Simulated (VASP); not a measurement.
The system is CaGaC4N4.

```
Ca Ga C N
1.0
     6.09220    0.00000    0.00000
     0.00000    6.09220    0.00000
     0.00000    0.00000    6.09220
Ca Ga C N
1 1 4 4
Direct
  0.50000 0.50000 0.50000
  0.00000 0.00000 0.00000
  0.17968 0.17968 0.17968
  0.17968 0.82032 0.82032
  0.82032 0.17968 0.82032
  0.82032 0.82032 0.17968
  0.29056 0.29056 0.29056
  0.29056 0.70944 0.70944
  0.70944 0.29056 0.70944
  0.70944 0.70944 0.29056
```

Base run:

```yaml
Program: VASP 6.6.1
Functional: PBE
Potentials_or_basis: VASP PAW PBE potentials, release 64 (Ca_sv, Ga_d, C, N)
Cutoff: 520 eV
k_mesh: 4 × 4 × 4
Occupations: gaussian, width 0.1 eV
Spin: no spin polarisation
```

Its results: pressure 5.7 GPa; largest force 0.359 eV/Å.

Question: The run is repeated on the same cell with these changes: spin from no spin polarisation to collinear spin, ferromagnetic start; further incar settings from ALGO = Normal; EDIFF = 1e-06; NBANDS = 40 to ALGO = Fast; EDIFF = 1e-06; NBANDS = 44. What comes out?

Answer: Pressure 5.7 GPa; net moment 0.41 μB per cell; site moments Ca +0.02; Ga +0.02; C +0.02; N +0.01 μB; largest force 0.356 eV/Å.

Caveats: the cell stands under pressure; an odd number of electrons without spin polarisation forces a metal (at least some runs); a magnetic or distorted state may lie lower (at least some runs); a moment this small can come from the mesh or the smearing (at least some runs).
